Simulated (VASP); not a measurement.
# ZnSe (m.b) (F-43m) in VASP: single point with PBE

Aim: the single point of ZnSe (m.b) with PBE.

Everything below comes from runs of VASP 6.6.1. Logs are shortened: lines on timing, memory, paths and dates and some standing lists are left out, and cuts for length are marked.

## Step 1: The cell of the first run

Symmetry: F-43m, No. 216, cubic system. The conventional cell has a = 5.733 Å, b = 5.733 Å, c = 5.733 Å, α = 90.00°, β = 90.00°, γ = 90.00°. Zn (site symmetry -43m) has 4 Se at 2.48 Å within 3.3 Å. Within 3.3 Å of Se (site symmetry -43m) lie 4 Zn at 2.48 Å.

## Step 2: Single point, PBE

Input file INCAR:

```
SYSTEM = ZnSe
ALGO = Normal
EDIFF = 1E-6
ENCUT = 500
GGA = PE
GGA_COMPAT = .FALSE.
ISIF = 2
ISMEAR = 0
LASPH = .TRUE.
LCHARG = .TRUE.
LELF = .TRUE.
LREAL = .FALSE.
LVHAR = .TRUE.
LWAVE = .FALSE.
NBANDS = 16
NELM = 120
PREC = Accurate
SIGMA = 0.02
```

Input file KPOINTS:

```
k-points
0
G
  8 8 8
  0 0 0
```

Input file POSCAR:

```
ZnSe
1.0
    0.0000000000      2.8664318697      2.8664318697
    2.8664318697      0.0000000000      2.8664318697
    2.8664318697      2.8664318697      0.0000000000
Zn Se
1 1
Direct
    0.0000000000      0.0000000000      0.0000000000
    0.2500000000      0.2500000000      0.2500000000
```

Potentials or basis: VASP PAW PBE potentials, release 64 (Zn, Se).

Command:

```console
> cat potpaw_PBE.64/Zn/POTCAR potpaw_PBE.64/Se/POTCAR > POTCAR
> mpirun -np 1 vasp_std > vasp.out
```

OUTCAR:

```text
SYSTEM = ZnSe
   EDIFF = 1E-6
   ENCUT = 500
   GGA = PE
   ISIF = 2
   ISMEAR = 0
   LASPH = .TRUE.
   LREAL = .FALSE.
   NELM = 120
   PREC = Accurate

 ion  position               nearest neighbor table
   1  0.000  0.000  0.000-   2 2.48   2 2.48   2 2.48   2 2.48
   2  0.250  0.250  0.250-   1 2.48   1 2.48   1 2.48   1 2.48

  LATTYP: Found a face centered cubic cell.
 ALAT       =     5.7328637394

  Lattice vectors:

 A1 = (   0.0000000000,   2.8664318697,   2.8664318697)
 A2 = (   2.8664318697,   0.0000000000,   2.8664318697)
 A3 = (   2.8664318697,   2.8664318697,   0.0000000000)

Analysis of symmetry for initial positions (statically):
=====================================================================
 Subroutine PRICEL returns:
 Original cell was already a primitive cell.

 Routine SETGRP: Setting up the symmetry group for a
 face centered cubic supercell.

 Subroutine GETGRP returns: Found 24 space group operations
 (whereof 24 operations were pure point group operations)
 out of a pool of 48 trial point group operations.

The static configuration has the point symmetry T_d .

Analysis of symmetry for dynamics (positions and initial velocities):
=====================================================================
 Subroutine PRICEL returns:
 Original cell was already a primitive cell.

 Routine SETGRP: Setting up the symmetry group for a
 face centered cubic supercell.

 Subroutine GETGRP returns: Found 24 space group operations
 (whereof 24 operations were pure point group operations)
 out of a pool of 48 trial point group operations.

The dynamic configuration has the point symmetry T_d .

 Subroutine INISYM returns: Found 24 space group operations
 (whereof 24 operations are pure point group operations),
 and found     1 'primitive' translations

----------------------------------------------------------------------------------------

                                     Primitive cell

  volume of cell :      47.1037

  direct lattice vectors                    reciprocal lattice vectors
     0.000000000  2.866431870  2.866431870    -0.174432892  0.174432892  0.174432892
     2.866431870  0.000000000  2.866431870     0.174432892 -0.174432892  0.174432892
     2.866431870  2.866431870  0.000000000     0.174432892  0.174432892 -0.174432892

  length of vectors
     4.053746826  4.053746826  4.053746826     0.302126631  0.302126631  0.302126631

  position of ions in fractional coordinates (direct lattice)
     0.000000000  0.000000000  0.000000000
     0.250000000  0.250000000  0.250000000

  ion indices of the primitive-cell ions
   primitive index   ion index
                 1           1
                 2           2

----------------------------------------------------------------------------------------

 KPOINTS: k-points

Automatic generation of k-mesh.
 Grid dimensions read from file:
 generate k-points for:    8    8    8

 Generating k-lattice:

  Cartesian coordinates                     Fractional coordinates (reciprocal lattice)
    -0.021804111  0.021804111  0.021804111     0.125000000  0.000000000  0.000000000
     0.021804111 -0.021804111  0.021804111     0.000000000  0.125000000  0.000000000
     0.021804111  0.021804111 -0.021804111     0.000000000  0.000000000  0.125000000

  Length of vectors
     0.037765829  0.037765829  0.037765829

  Shift w.r.t. Gamma in fractional coordinates (k-lattice)
     0.000000000  0.000000000  0.000000000

 Subroutine IBZKPT returns following result:
 ===========================================

 Found     29 irreducible k-points:

 Following reciprocal coordinates:
            Coordinates               Weight
  0.000000  0.000000  0.000000      1.000000
  0.125000  0.000000  0.000000      8.000000
  0.250000  0.000000  0.000000      8.000000
  0.375000  0.000000  0.000000      8.000000
  0.500000  0.000000  0.000000      4.000000
  0.125000  0.125000  0.000000      6.000000
[... 16 lines left out ...]
  0.500000  0.250000  0.125000     48.000000
 -0.375000  0.250000  0.125000     24.000000
 [... further k-points ...]
   k-points           NKPTS =     29   k-points in BZ     NKDIM =     29   number of bands    NBANDS=     16
   number of dos      NEDOS =    301   number of ions     NIONS =      2
   total plane-waves  NPLWV =  27000
   dimension x,y,z NGX =    30 NGY =   30 NGZ =   30
   dimension x,y,z NGXF=    60 NGYF=   60 NGZF=   60
   ions per type =               1   1
   NGX,Y,Z   is equivalent  to a cutoff of  12.30, 12.30, 12.30 a.u.
   NGXF,Y,Z  is equivalent  to a cutoff of  24.61, 24.61, 24.61 a.u.
 SYSTEM =  ZnSe
   PREC   = accura    normal or accurate (medium, high low for compatibility)
   ISTART =      0    job   : 0-new  1-cont  2-samecut
   ICHARG =      2    charge: 1-file 2-atom 10-const
   ISPIN  =      1    spin polarized calculation?
   LNONCOLLINEAR =      F non collinear calculations
   LSORBIT =      F    spin-orbit coupling
   LASPH  =      T    aspherical Exc in radial PAW
   ENCUT  =  500.0 eV  36.75 Ry    6.06 a.u.   7.39  7.39  7.39*2*pi/ulx,y,z
   NELM   =    120;   NELMIN=  2; NELMDL= -5     # of ELM steps
   EDIFF  = 0.1E-05   stopping-criterion for ELM
   LREAL  =      F    real-space projection
   EDIFFG = 0.1E-04   stopping-criterion for IOM
   NSW    =      0    number of steps for IOM
   IBRION =     -1    ionic relax: 0-MD 1-quasi-New 2-CG
   NFREE  =      0    steps in history (QN), initial steepest desc. (CG)
   ISIF   =      2    stress and relaxation
   ISYM   =      2    0-nonsym 1-usesym 2-fastsym
   POTIM  = 0.5000    time-step for ionic-motion
   TEBEG  =    0.0;   TEEND  =   0.0 temperature during run
   PSTRESS=    0.0 pullay stress
   NELECT =      18.0000    total number of electrons
   NUPDOWN=      -1.0000    fix difference up-down
   EMIN   =  10.00;   EMAX   =-10.00  energy-range for DOS
   EFERMI =   0.00;   METHOD = LEGACY
   ISMEAR =     0;   SIGMA  =   0.02  broadening in eV -4-tet -1-fermi 0-gaus
   EFERMI_NEDOS =   21; number of points for ismear=-14 and -15
   IALGO  =     38    algorithm
   IMIX   =      4    mixing-type and parameters
     AMIX     =   0.40;   BMIX     =  1.00
     AMIX_MAG =   1.60;   BMIX_MAG =  1.00
  volume/ion in A,a.u.               =      23.55       158.94
  Fermi-wavevector in a.u.,A,eV,Ry     =   1.187993  2.244982 19.202289  1.411328
  Thomas-Fermi vector in A             =   2.324133
   LORBIT       =      0    0 simple, 1 ext, 2 COOP (PROOUT), +10 PAW based schemes
   GGA     = PE    functional components
   LHFCALC =     F    Hartree Fock is set to
   AEXX    =    0.0000 exact exchange contribution
   IVDW    =     0    specifies the selected vdW correction
   LEPSILON=     F    determine dielectric tensor
   LRPA    =     F    only Hartree local field effects (RPA)
 non-spin polarized calculation
 Gauss-broadening in eV      SIGMA  =   0.02
  energy-cutoff  :      500.00
  volume of cell :       47.10
 maximum number of plane-waves:      1243
 NGX is ok and might be reduce to    30
   NGX = 15   NGY = 15   NGZ = 15

 number of electron      18.0000017 magnetization

 Free energy of the ion-electron system (eV)
  ---------------------------------------------------
  ext. energy  EPLUGINS =         0.00000000
  ---------------------------------------------------
  free energy    TOTEN  =        -6.03233109 eV

  energy without entropy =       -6.03233109  energy(sigma->0) =       -6.03233109

 E-fermi :   1.4104     XC(G=0):  -9.1656

 val. band max:        1.3246683168   @ k =   0.0000   0.0000   0.0000
 cond. band min:       2.4781155380   @ k =   0.0000   0.0000   0.0000
 fundamental gap:      1.1534472212
 Fermi energy:         1.4103658024

 k-point     1 :       0.0000    0.0000    0.0000
  band No.  band energies     occupation
      1     -11.7201      2.00000
      2      -5.1024      2.00000
      3      -5.1024      2.00000
      4      -5.1024      2.00000
      5      -4.7631      2.00000
      6      -4.7631      2.00000
[... 8 lines left out ...]
     15      12.7130      0.00000
     16      12.7130      0.00000

 k-point     2 :       0.1250    0.0000    0.0000
  band No.  band energies     occupation
      1     -11.6260      2.00000
      2      -5.0935      2.00000
      3      -5.0877      2.00000
      4      -5.0877      2.00000
      5      -4.7643      2.00000
      6      -4.7643      2.00000
[... 8 lines left out ...]
     15      11.9592      0.00000
     16      11.9794      0.00000

 k-point     3 :       0.2500    0.0000    0.0000
  band No.  band energies     occupation
      1     -11.3826      2.00000
      2      -5.0556      2.00000
      3      -5.0556      2.00000
      4      -5.0353      2.00000
      5      -4.7628      2.00000
      6      -4.7628      2.00000
[... 8 lines left out ...]
     15      11.7233      0.00000
     16      11.9813      0.00000

 k-point     4 :       0.3750    0.0000    0.0000
  band No.  band energies     occupation
      1     -11.1111      2.00000
      2      -5.0297      2.00000
      3      -5.0297      2.00000
      4      -4.8487      2.00000
      5      -4.7532      2.00000
      6      -4.7532      2.00000
[... 8 lines left out ...]
     15      12.7910      0.00000
     16      12.7910      0.00000

 k-point     5 :       0.5000    0.0000    0.0000
  band No.  band energies     occupation
      1     -10.9884      2.00000
      2      -5.0213      2.00000
      3      -5.0213      2.00000
      4      -4.7463      2.00000
      5      -4.7463      2.00000
      6      -4.6164      2.00000
[... 8 lines left out ...]
     15      14.2893      0.00000
     16      14.2893      0.00000

 k-point     6 :       0.1250    0.1250    0.0000
  band No.  band energies     occupation
      1     -11.5946      2.00000
      2      -5.1070      2.00000
      3      -5.0746      2.00000
      4      -5.0746      2.00000
      5      -4.7733      2.00000
      6      -4.7566      2.00000
[... 8 lines left out ...]
     15      12.4041      0.00000
     16      12.9303      0.00000

 k-point     7 :       0.2500    0.1250    0.0000
  band No.  band energies     occupation
      1     -11.4003      2.00000
      2      -5.0875      2.00000
      3      -5.0405      2.00000
      4      -5.0352      2.00000
      5      -4.7779      2.00000
      6      -4.7508      2.00000
[... 8 lines left out ...]
     15      12.7957      0.00000
     16      13.3073      0.00000

 k-point     8 :       0.3750    0.1250    0.0000
  band No.  band energies     occupation
      1     -11.1343      2.00000
      2      -5.0393      2.00000
      3      -5.0103      2.00000
      4      -4.9265      2.00000
      5      -4.7592      2.00000
      6      -4.7441      2.00000
[... 8 lines left out ...]
     15      12.9903      0.00000
     16      13.5164      0.00000

 k-point     9 :       0.5000    0.1250    0.0000
  band No.  band energies     occupation
      1     -10.9558      2.00000
      2      -5.0192      2.00000
      3      -4.9998      2.00000
      4      -4.7820      2.00000
      5      -4.7445      2.00000
      6      -4.6297      2.00000
[... 8 lines left out ...]
     15      13.5958      0.00000
     16      14.3064      0.00000
[... 172 lines left out ...]
 k-point    19 :       0.5000    0.3750    0.0000
  band No.  band energies     occupation
      1     -10.7810      2.00000
      2      -5.0372      2.00000
      3      -4.8920      2.00000
      4      -4.8756      2.00000
      5      -4.7267      2.00000
      6      -4.6102      2.00000
[... 8 lines left out ...]
     15      14.8033      0.00000
     16      15.3833      0.00000

 k-point    20 :      -0.3750    0.3750    0.0000
  band No.  band energies     occupation
      1     -10.7595      2.00000
      2      -5.0116      2.00000
      3      -4.9102      2.00000
      4      -4.8304      2.00000
      5      -4.7432      2.00000
      6      -4.5208      2.00000
[... 8 lines left out ...]
     15      13.2349      0.00000
     16      16.3853      0.00000

 k-point    21 :       0.5000    0.5000    0.0000
  band No.  band energies     occupation
      1     -10.7407      2.00000
      2      -5.0536      2.00000
      3      -4.8704      2.00000
      4      -4.8704      2.00000
      5      -4.7189      2.00000
      6      -4.5963      2.00000
[... 8 lines left out ...]
     15      15.1515      0.00000
     16      15.5963      0.00000

 k-point    22 :       0.3750    0.2500    0.1250
  band No.  band energies     occupation
      1     -11.1927      2.00000
      2      -5.0548      2.00000
      3      -5.0073      2.00000
      4      -4.9780      2.00000
      5      -4.7752      2.00000
      6      -4.7403      2.00000
[... 8 lines left out ...]
     15      13.4697      0.00000
     16      14.5838      0.00000

 k-point    23 :       0.5000    0.2500    0.1250
  band No.  band energies     occupation
      1     -10.9666      2.00000
      2      -5.0111      2.00000
      3      -4.9847      2.00000
      4      -4.8559      2.00000
      5      -4.7511      2.00000
      6      -4.6994      2.00000
[... 8 lines left out ...]
     15      13.7615      0.00000
     16      14.8816      0.00000

 k-point    24 :      -0.3750    0.2500    0.1250
  band No.  band energies     occupation
      1     -10.8666      2.00000
      2      -5.0041      2.00000
      3      -4.9720      2.00000
      4      -4.7900      2.00000
      5      -4.7561      2.00000
      6      -4.5695      2.00000
[... 8 lines left out ...]
     15      13.9459      0.00000
     16      14.7367      0.00000

 [... further k-points ...]
[... 5 lines left out ...]
  --------------------------------------------------------------------------------------
  -------------------------------------------------------------------------------------
  Total        0.0600507      0.0600507      0.0600507      0.0000000      0.0000000     -0.0000000
  in kB        2.0425535      2.0425535      2.0425535      0.0000000      0.0000000     -0.0000000
  external PRESSURE =       2.0425535 kB  Pullay stress =       0.0000000 kB

 VOLUME and BASIS-vectors are now :
 -----------------------------------------------------------------------------
  energy-cutoff  :      500.00
  volume of cell :       47.10
      direct lattice vectors                 reciprocal lattice vectors
     0.000000000  2.866431870  2.866431870    -0.174432892  0.174432892  0.174432892
     2.866431870  0.000000000  2.866431870     0.174432892 -0.174432892  0.174432892
     2.866431870  2.866431870  0.000000000     0.174432892  0.174432892 -0.174432892

 POSITION                                       TOTAL-FORCE (eV/Angst)
 -----------------------------------------------------------------------------------
      0.00000      0.00000      0.00000         0.000000      0.000000      0.000000
      1.43322      1.43322      1.43322        -0.000000     -0.000000     -0.000000
 -----------------------------------------------------------------------------------
    total drift:                               -0.000000     -0.000000     -0.000001

  FREE ENERGIE OF THE ION-ELECTRON SYSTEM (eV)
  ---------------------------------------------------
  free  energy   TOTEN  =        -6.0323310864 eV

  energy  without entropy=       -6.0323310864  energy(sigma->0) =       -6.03233109
```

It took 21 s on 1 thread of AMD EPYC 7R43 (Zen 3), shared host; peak memory 0.14 GiB.

What came out:

| Quantity | Value |
| --- | --- |
| Free energy | -6.0323 eV |
| Pressure | 0.2 GPa |
| Band gap on the k mesh | 1.15 eV, direct |

Levels at points of the mesh, in eV from the valence-band top:
| k point | band 6 | band 7 | band 8 | band 9 | band 10 | band 11 | band 12 | band 13 |
| --- | --- | --- | --- | --- | --- | --- | --- | --- |
| (0.00, 0.00, 0.00) | -6.09 | 0.00 | 0.00 | 0.00 | 1.15 | 5.81 | 5.81 | 5.81 |
| (0.50, 0.00, 0.00) | -5.94 | -5.01 | -0.82 | -0.82 | 2.48 | 6.38 | 6.38 | 8.48 |
| (0.50, 0.50, 0.00) | -5.92 | -4.61 | -2.07 | -2.07 | 3.06 | 3.46 | 10.49 | 11.01 |
